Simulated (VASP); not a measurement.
# ZrB (Fm-3m) in VASP: settings compared

The runs below take ZrB through single point, relaxation of cell and atoms, with PBEsol+D3(BJ), PBEsol+D4.

Everything below comes from runs of VASP 6.6.1. Logs are shortened: lines on timing, memory, paths and dates and some standing lists are left out, and cuts for length are marked.

## (1) The cell of the first run

The structure is cubic, space group Fm-3m (No. 225). The conventional cell has a = 4.819 Å, b = 4.819 Å, c = 4.819 Å, α = 90.00°, β = 90.00°, γ = 90.00°. Within 3.2 Å of Zr (site symmetry m-3m) lie 6 B at 2.41 Å. B (site symmetry m-3m) has 6 Zr at 2.41 Å within 3.2 Å.

## (2) Single point, PBEsol+D3(BJ)

INCAR

```
SYSTEM = ZrB
PREC     = Accurate       ! precision mode
ENCUT    = 520            ! plane-wave cutoff, eV
EDIFF    = 1E-6           ! SCF threshold, eV
ISMEAR   = -1             ! smearing method
SIGMA    = 0.05           ! smearing width, eV
LREAL    = .False.        ! projectors in reciprocal space
LASPH    = .True.         ! aspherical terms in the spheres
NELM     = 80             ! most SCF steps
ALGO     = Normal         ! electronic algorithm
ISIF     = 2              ! what is computed and relaxed
LWAVE    = .False.        ! write WAVECAR
LCHARG   = .False.        ! write CHGCAR
GGA      = PS             ! functional
IVDW     = 12             ! dispersion correction
NBANDS   = 14             ! bands
```

KPOINTS

```
regular mesh
0
Gamma
  10 10 10
  0 0 0
```

POSCAR

```
ZrB
1.0
    0.0000000000      2.4093842705      2.4093842705
    2.4093842705      0.0000000000      2.4093842705
    2.4093842705      2.4093842705      0.0000000000
Zr B
1 1
Direct
    0.0000000000      0.0000000000      0.0000000000
    0.5000000000      0.5000000000      0.5000000000
```

Potentials or basis: VASP PAW PBE potentials, release 64 (Zr_sv, B).

Command:

```console
$ cat potpaw_PBE.64/Zr_sv/POTCAR potpaw_PBE.64/B/POTCAR > POTCAR
$ mpirun -np 1 vasp_std > vasp.out
```

OUTCAR:

```text
SYSTEM = ZrB
   PREC = Accurate
   ENCUT = 520
   EDIFF = 1E-6
   ISMEAR = -1
   LREAL = .False.
   LASPH = .True.
   NELM = 80
   ISIF = 2
   GGA = PS
   IVDW = 12
 IVDW          = 12

 ion  position               nearest neighbor table
   1  0.000  0.000  0.000-   2 2.41   2 2.41   2 2.41   2 2.41   2 2.41   2 2.41
   2  0.500  0.500  0.500-   1 2.41   1 2.41   1 2.41   1 2.41   1 2.41   1 2.41

  LATTYP: Found a face centered cubic cell.
 ALAT       =     4.8187685410

  Lattice vectors:

 A1 = (   0.0000000000,   2.4093842705,   2.4093842705)
 A2 = (   2.4093842705,   0.0000000000,   2.4093842705)
 A3 = (   2.4093842705,   2.4093842705,   0.0000000000)

Analysis of symmetry for initial positions (statically):
=====================================================================
 Subroutine PRICEL returns:
 Original cell was already a primitive cell.

 Routine SETGRP: Setting up the symmetry group for a
 face centered cubic supercell.

 Subroutine GETGRP returns: Found 48 space group operations
 (whereof 48 operations were pure point group operations)
 out of a pool of 48 trial point group operations.

The static configuration has the point symmetry O_h .

Analysis of symmetry for dynamics (positions and initial velocities):
=====================================================================
 Subroutine PRICEL returns:
 Original cell was already a primitive cell.

 Routine SETGRP: Setting up the symmetry group for a
 face centered cubic supercell.

 Subroutine GETGRP returns: Found 48 space group operations
 (whereof 48 operations were pure point group operations)
 out of a pool of 48 trial point group operations.

The dynamic configuration has the point symmetry O_h .

 Subroutine INISYM returns: Found 48 space group operations
 (whereof 48 operations are pure point group operations),
 and found     1 'primitive' translations

----------------------------------------------------------------------------------------

                                     Primitive cell

  volume of cell :      27.9736

  direct lattice vectors                    reciprocal lattice vectors
     0.000000000  2.409384270  2.409384270    -0.207521899  0.207521899  0.207521899
     2.409384270  0.000000000  2.409384270     0.207521899 -0.207521899  0.207521899
     2.409384270  2.409384270  0.000000000     0.207521899  0.207521899 -0.207521899

  length of vectors
     3.407383912  3.407383912  3.407383912     0.359438473  0.359438473  0.359438473

  position of ions in fractional coordinates (direct lattice)
     0.000000000  0.000000000  0.000000000
     0.500000000  0.500000000  0.500000000

  ion indices of the primitive-cell ions
   primitive index   ion index
                 1           1
                 2           2

----------------------------------------------------------------------------------------

 KPOINTS: regular mesh

Automatic generation of k-mesh.
 Grid dimensions read from file:
 generate k-points for:   10   10   10

 Generating k-lattice:

  Cartesian coordinates                     Fractional coordinates (reciprocal lattice)
    -0.020752190  0.020752190  0.020752190     0.100000000  0.000000000  0.000000000
     0.020752190 -0.020752190  0.020752190     0.000000000  0.100000000  0.000000000
     0.020752190  0.020752190 -0.020752190     0.000000000  0.000000000  0.100000000

  Length of vectors
     0.035943847  0.035943847  0.035943847

  Shift w.r.t. Gamma in fractional coordinates (k-lattice)
     0.000000000  0.000000000  0.000000000

 Subroutine IBZKPT returns following result:
 ===========================================

 Found     47 irreducible k-points:

 Following reciprocal coordinates:
            Coordinates               Weight
  0.000000  0.000000  0.000000      1.000000
  0.100000  0.000000  0.000000      8.000000
  0.200000  0.000000  0.000000      8.000000
  0.300000  0.000000  0.000000      8.000000
  0.400000  0.000000  0.000000      8.000000
  0.500000  0.000000  0.000000      4.000000
[... 16 lines left out ...]
  0.300000  0.300000  0.000000      6.000000
  0.400000  0.300000  0.000000     24.000000
 [... further k-points ...]
   k-points           NKPTS =     47   k-points in BZ     NKDIM =     47   number of bands    NBANDS=     14
   number of dos      NEDOS =    301   number of ions     NIONS =      2
   total plane-waves  NPLWV =  21952
   dimension x,y,z NGX =    28 NGY =   28 NGZ =   28
   dimension x,y,z NGXF=    56 NGYF=   56 NGZF=   56
   ions per type =               1   1
   NGX,Y,Z   is equivalent  to a cutoff of  13.66, 13.66, 13.66 a.u.
   NGXF,Y,Z  is equivalent  to a cutoff of  27.32, 27.32, 27.32 a.u.
 SYSTEM =  ZrB
   PREC   = accura    normal or accurate (medium, high low for compatibility)
   ISTART =      0    job   : 0-new  1-cont  2-samecut
   ICHARG =      2    charge: 1-file 2-atom 10-const
   ISPIN  =      1    spin polarized calculation?
   LNONCOLLINEAR =      F non collinear calculations
[... 70 lines left out ...]
     10      11.1623      0.00000
     11      11.4228      0.00000
     12      11.4228      0.00000
     13      11.4228      0.00000
     14      18.6326      0.00000

 k-point     2 :       0.1000    0.0000    0.0000
  band No.  band energies     occupation
      1     -39.2754      2.00000
      2     -17.1857      2.00000
      3     -17.1252      2.00000
      4     -17.1252      2.00000
      5      -0.0544      2.00000
      6       8.9204      0.00000
      7       9.3519      0.00000
      8       9.3519      0.00000
      9      10.2274      0.00000
     10      10.2274      0.00000
     11      11.7257      0.00000
     12      13.0997      0.00000
     13      13.0997      0.00000
     14      19.2020      0.00000

 k-point     3 :       0.2000    0.0000    0.0000
  band No.  band energies     occupation
      1     -39.2567      2.00000
      2     -17.3573      2.00000
      3     -17.1425      2.00000
      4     -17.1425      2.00000
      5       0.6120      2.00000
      6       7.6375      1.95885
      7       8.2563      0.00040
      8       8.2563      0.00040
      9      10.6713      0.00000
     10      10.6713      0.00000
     11      12.1175      0.00000
     12      15.1146      0.00000
     13      15.1146      0.00000
     14      20.0267      0.00000

 k-point     4 :       0.3000    0.0000    0.0000
  band No.  band energies     occupation
      1     -39.2335      2.00000
      2     -17.5622      2.00000
      3     -17.1637      2.00000
      4     -17.1637      2.00000
      5       1.5836      2.00000
      6       6.3179      2.00000
      7       7.3533      1.99986
      8       7.3533      1.99986
      9      11.5552      0.00000
     10      11.5552      0.00000
     11      12.6047      0.00000
     12      17.1649      0.00000
     13      17.1649      0.00000
     14      18.9311      0.00000

 k-point     5 :       0.4000    0.0000    0.0000
  band No.  band energies     occupation
      1     -39.2146      2.00000
      2     -17.7225      2.00000
      3     -17.1807      2.00000
      4     -17.1807      2.00000
      5       2.7107      2.00000
      6       5.0725      2.00000
      7       6.7962      2.00000
      8       6.7962      2.00000
      9      12.5003      0.00000
     10      12.5003      0.00000
     11      13.4320      0.00000
[... 276 lines left out ...]
 k-point    22 :      -0.2000    0.2000    0.0000
  band No.  band energies     occupation
      1     -39.2254      2.00000
      2     -17.5249      2.00000
      3     -17.2975      2.00000
      4     -17.1564      2.00000
      5       1.8387      2.00000
      6       6.1469      2.00000
      7       7.2143      1.99999
      8       7.2475      1.99998
      9      10.9289      0.00000
     10      12.8333      0.00000
     11      13.5189      0.00000
     12      14.7970      0.00000
     13      18.7680      0.00000
     14      19.1150      0.00000

 k-point    23 :       0.3000    0.3000    0.0000
  band No.  band energies     occupation
      1     -39.2171      2.00000
      2     -17.5220      2.00000
      3     -17.2714      2.00000
      4     -17.2714      2.00000
      5       1.5805      2.00000
      6       6.0878      2.00000
      7       7.6465      1.95093
      8       9.3564      0.00000
      9       9.3564      0.00000
     10      12.0995      0.00000
     11      14.2269      0.00000
     12      14.2269      0.00000
     13      17.5666      0.00000
     14      21.7407      0.00000

 k-point    24 :       0.4000    0.3000    0.0000
  band No.  band energies     occupation
      1     -39.2020      2.00000
      2     -17.6078      2.00000
      3     -17.3164      2.00000
      4     -17.2958      2.00000
      5       1.8609      2.00000
      6       6.1341      2.00000
      7       7.2044      1.99999
      8       9.0403      0.00000
      9       9.7802      0.00000
     10      12.8385      0.00000
     11      14.2497      0.00000
     12      14.4984      0.00000
     13      18.1561      0.00000
     14      20.3540      0.00000

 [... further k-points ...]

------------------------ aborting loop because EDIFF is reached ----------------------------------------

 Edisp (eV)   -0.80250

 E8    (eV) :    -0.5593

  FORCE on cell =-STRESS in cart. coord.  units (eV):
  Direction    XX          YY          ZZ          XY          YZ          ZX
  --------------------------------------------------------------------------------------
  -------------------------------------------------------------------------------------
  Total       0.04157     0.04157     0.04157     0.00000     0.00000     0.00000
  in kB       2.38071     2.38071     2.38071     0.00000     0.00000     0.00000
  external pressure =        2.38 kB  Pullay stress =        0.00 kB

 VOLUME and BASIS-vectors are now :
 -----------------------------------------------------------------------------
  energy-cutoff  :      520.00
  volume of cell :       27.97
      direct lattice vectors                 reciprocal lattice vectors
     0.000000000  2.409384270  2.409384270    -0.207521899  0.207521899  0.207521899
     2.409384270  0.000000000  2.409384270     0.207521899 -0.207521899  0.207521899
     2.409384270  2.409384270  0.000000000     0.207521899  0.207521899 -0.207521899

 POSITION                                       TOTAL-FORCE (eV/Angst)
 -----------------------------------------------------------------------------------
      0.00000      0.00000      0.00000         0.000000      0.000000      0.000000
      2.40938      2.40938      2.40938        -0.000000     -0.000000     -0.000000
 -----------------------------------------------------------------------------------
    total drift:                               -0.000000      0.000000      0.000000

  FREE ENERGIE OF THE ION-ELECTRON SYSTEM (eV)
  ---------------------------------------------------
  free  energy   TOTEN  =       -17.7124996172 eV

  energy  without entropy=      -17.7016680467  energy(sigma->0) =      -17.70708383
```

Wall time 17 s (1 thread of Intel Xeon 6975P-C, shared host); peak memory 0.17 GiB.

What came out:

```yaml
Free_energy: -17.7125 eV
Pressure: 0.2 GPa
Dispersion_energy_per_atom: -0.401 eV
```

Caveat: the PAW data sets were made with another functional, which shifts forces and pressure a little; pairwise dispersion overbinds metals, which lowers pressure and volume.

## (3) Single point, PBEsol+D4

This run uses another cell than the first one, of 14.20 Å³/atom, 1.015 times its volume.

INCAR

```
SYSTEM = ZrB
  ALGO = Normal
  EDIFF = 1E-7
  ENCUT = 520
  GGA = PS
  ISIF = 2
  ISMEAR = -1
  IVDW = 13
  LASPH = .TRUE.
  LCHARG = .TRUE.
  LELF = .TRUE.
  LREAL = .FALSE.
  LVHAR = .TRUE.
  LWAVE = .FALSE.
  NBANDS = 14
  NELM = 100
  PREC = Accurate
  SIGMA = 0.05
```

KPOINTS

```
k-points
0
G
  10 10 10
  0 0 0
```

POSCAR

```
ZrB
1.0
    0.0000000000      2.4214560062      2.4214560062
    2.4214560062      0.0000000000      2.4214560062
    2.4214560062      2.4214560062      0.0000000000
Zr B
1 1
Direct
    0.0000000000      0.0000000000      0.0000000000
    0.5000000000      0.5000000000      0.5000000000
```

Potentials or basis: VASP PAW PBE potentials, release 64 (Zr_sv, B).

Command:

```console
$ cat potpaw_PBE.64/Zr_sv/POTCAR potpaw_PBE.64/B/POTCAR > POTCAR
$ mpirun -np 1 vasp_std > vasp.out
```

Run time: 18 s. Hardware: 1 thread of Intel Xeon 6975P-C, shared host; peak memory 0.16 GiB.

Results (log left out):

* Free energy: -17.2397 eV
* Pressure: 0.2 GPa
* Dispersion energy per atom: -0.160 eV

Levels at points of the mesh, in eV from the Fermi level:
```csv
k point,band 4,band 5,band 6,band 7,band 8,band 9,band 10,band 11,band 12,band 13
"(0.00, 0.00, 0.00)",-25.02,-8.09,1.77,1.77,1.77,3.28,3.28,3.56,3.56,3.56
"(0.50, 0.00, 0.00)",-25.09,-4.00,-3.91,-1.20,-1.20,5.04,5.04,6.38,7.66,11.83
"(0.50, 0.50, 0.00)",-25.24,-6.14,-0.87,-0.68,2.18,2.18,4.79,6.01,6.01,9.04
```

Caveat: the PAW data sets were made with another functional, which shifts forces and pressure a little; pairwise dispersion overbinds metals, which lowers pressure and volume.

## (4) Relaxation of cell and atoms, PBEsol+D3(BJ)

This run uses another cell than the first one, of 12.57 Å³/atom, 0.899 times its volume.

INCAR

```
ALGO = Normal
EDIFF = 1E-6
EDIFFG = -0.01
ENCUT = 600
GGA = PS
IBRION = 2
ISIF = 3
ISMEAR = -1
IVDW = 12
LASPH = T
LCHARG = F
LREAL = F
LWAVE = F
NELM = 60
NSW = 60
PREC = Accurate
SIGMA = 0.05
```

KPOINTS

```
k-points
0
Gamma
  10 10 10
```

POSCAR

```
ZrB
1.0
    0.0000000000      2.3250000000      2.3250000000
    2.3250000000      0.0000000000      2.3250000000
    2.3250000000      2.3250000000      0.0000000000
Zr B
1 1
Direct
    0.0000000000      0.0000000000      0.0000000000
    0.5000000000      0.5000000000      0.5000000000
```

Command:

```console
$ cat potpaw_PBE.64/Zr_sv/POTCAR potpaw_PBE.64/B/POTCAR > POTCAR
$ mpirun -np 1 vasp_std > vasp.out
```

It took 42 s on 1 thread of Intel Xeon 6975P-C, shared host; peak memory 0.18 GiB.

Results (log left out):

| Item | Value |
| --- | --- |
| Free energy | -17.7118 eV |
| Relaxed volume | 14.01 Å³/atom |
| Relaxed cell | a = 3.409 Å, b = 3.409 Å, c = 3.409 Å, α = 60.00°, β = 60.00°, γ = 60.00° |
| Space group after relaxing (to 0.05 Å) | Fm-3m (No. 225) |
| Energy gained by relaxing | 97.2 meV/atom |
| Ionic steps | 4 |
| Pressure after relaxing | -0.1 GPa |
| Dispersion energy per atom | -0.401 eV |

Step by step:
| step | energy change (eV) | largest force (eV/Å) | pressure (GPa) | volume (Å³) |
| --- | --- | --- | --- | --- |
| 1 | 0.0000 | 0.0000 | 23.69 | 25.14 |
| 2 | 0.1207 | 0.0000 | -19.75 | 32.52 |
| 3 | -0.1942 | 0.0000 | -0.66 | 28.11 |
| 4 | -0.1944 | 0.0000 | -0.07 | 28.02 |

Final structure:
```
Zr B
1.0
     0.00000    2.41066    2.41066
     2.41066    0.00000    2.41066
     2.41066    2.41066    0.00000
Zr B
1 1
Cartesian
  0.0000 0.0000 0.0000
  2.4107 2.4107 2.4107
```

Levels at points of the mesh, in eV from the Fermi level:
| k point | band 5 | band 6 | band 7 | band 8 | band 9 | band 10 | band 11 |
| --- | --- | --- | --- | --- | --- | --- | --- |
| (0.00, 0.00, 0.00) | -8.12 | 1.79 | 1.79 | 1.79 | 3.33 | 3.33 | 3.59 |
| (0.50, 0.00, 0.00) | -3.96 | -3.94 | -1.22 | -1.22 | 5.12 | 5.12 | 6.49 |
| (0.50, 0.50, 0.00) | -6.18 | -0.90 | -0.64 | 2.22 | 2.22 | 4.86 | 6.11 |

Caveat: the PAW data sets were made with another functional, which shifts forces and pressure a little; the volume moved by +11 % from the deposited cell, more than functionals usually miss; pairwise dispersion overbinds metals, which lowers pressure and volume.

## (5) Relaxation of cell and atoms, PBEsol+D4

This run uses another cell than the first one, of 12.57 Å³/atom, 0.899 times its volume.

INCAR

```
SYSTEM = ZrB
PREC     = Accurate       ! precision mode
ENCUT    = 600            ! plane-wave cutoff, eV
EDIFF    = 1E-6           ! SCF threshold, eV
ISMEAR   = -1             ! smearing method
SIGMA    = 0.05           ! smearing width, eV
LREAL    = .False.        ! projectors in reciprocal space
LASPH    = .True.         ! aspherical terms in the spheres
NELM     = 100            ! most SCF steps
ALGO     = Normal         ! electronic algorithm
ISIF     = 3              ! what is computed and relaxed
LWAVE    = .False.        ! write WAVECAR
LCHARG   = .False.        ! write CHGCAR
GGA      = PS             ! functional
IVDW     = 13             ! dispersion correction
IBRION   = 2              ! ionic algorithm
NSW      = 60             ! ionic steps
EDIFFG   = -0.01          ! ionic threshold
```

KPOINTS

```
regular mesh
0
Gamma
  10 10 10
  0 0 0
```

POSCAR is that of step 4.

Command:

```console
$ cat potpaw_PBE.64/Zr_sv/POTCAR potpaw_PBE.64/B/POTCAR > POTCAR
$ mpirun -np 1 vasp_std > vasp.out
```

Run time: 45 s. Hardware: 1 thread of Intel Xeon 6975P-C, shared host; peak memory 0.17 GiB.

It converged, with:

```
Free energy                            : -17.2386 eV
Relaxed volume                         : 14.22 Å³/atom
Relaxed cell                           : a = 3.426 Å, b = 3.426 Å, c = 3.426 Å, α = 60.00°, β = 60.00°, γ = 60.00°
Space group after relaxing (to 0.05 Å) : Fm-3m (No. 225)
Energy gained by relaxing              : 125.3 meV/atom
Ionic steps                            : 4
Pressure after relaxing                : -0.1 GPa
Dispersion energy per atom             : -0.160 eV
```

Step by step:
```tsv
step	energy change (eV)	largest force (eV/Å)	pressure (GPa)	volume (Å³)
1	0.0000	0.0000	26.95	25.14
2	0.1375	0.0000	-20.77	33.64
3	-0.2502	0.0000	-0.80	28.56
4	-0.2505	0.0000	-0.10	28.45
```

Final structure:
```
CELL_PARAMETERS angstrom
0.00000 2.42288 2.42288
2.42288 0.00000 2.42288
2.42288 2.42288 0.00000
ATOMIC_POSITIONS crystal
Zr 0.00000 0.00000 0.00000
B 0.50000 0.50000 0.50000
```

Levels at points of the mesh, in eV from the Fermi level:
```
           k point  band 6  band 7  band 8  band 9  band 10  band 11
(0.00, 0.00, 0.00)    1.77    1.77    1.77    3.27     3.27     3.55
(0.50, 0.00, 0.00)   -3.90   -1.20   -1.20    5.03     5.03     6.37
(0.50, 0.50, 0.00)   -0.87   -0.68    2.18    2.18     4.78     6.00
```

Caveat: the PAW data sets were made with another functional, which shifts forces and pressure a little; the volume moved by +13 % from the deposited cell, more than functionals usually miss; pairwise dispersion overbinds metals, which lowers pressure and volume.

## (6) The runs side by side

```csv
task,level,cell,cutoff (eV),gap on the mesh (eV),pressure (GPa),relaxed volume (Å³/atom)
single point,PBEsol+D3(BJ),"a = 3.407 Å, angles 60.0°, 2 atoms",520,none,0.2,-
single point,PBEsol+D4,"a = 3.424 Å, angles 60.0°, 2 atoms",520,none,0.2,-
relaxation of cell and atoms,PBEsol+D3(BJ),"relaxed from a = 3.288 Å, angles 60.0°, 2 atoms",600,none,-0.1,14.01
relaxation of cell and atoms,PBEsol+D4,"relaxed from a = 3.288 Å, angles 60.0°, 2 atoms",600,none,-0.1,14.22
```

Alike in all rows: potentials or basis VASP PAW PBE potentials, release 64 (Zr_sv, B); no spin polarisation; k mesh 10 × 10 × 10; smearing fermi-dirac 0.05 eV.

Caveats: the PAW data sets were made with another functional, which shifts forces and pressure a little; pairwise dispersion overbinds metals, which lowers pressure and volume; the volume moved by +11 % from the deposited cell, more than functionals usually miss (some runs); the volume moved by +13 % from the deposited cell, more than functionals usually miss (some runs).

Absolute energies hang on the potentials; compare differences alone.
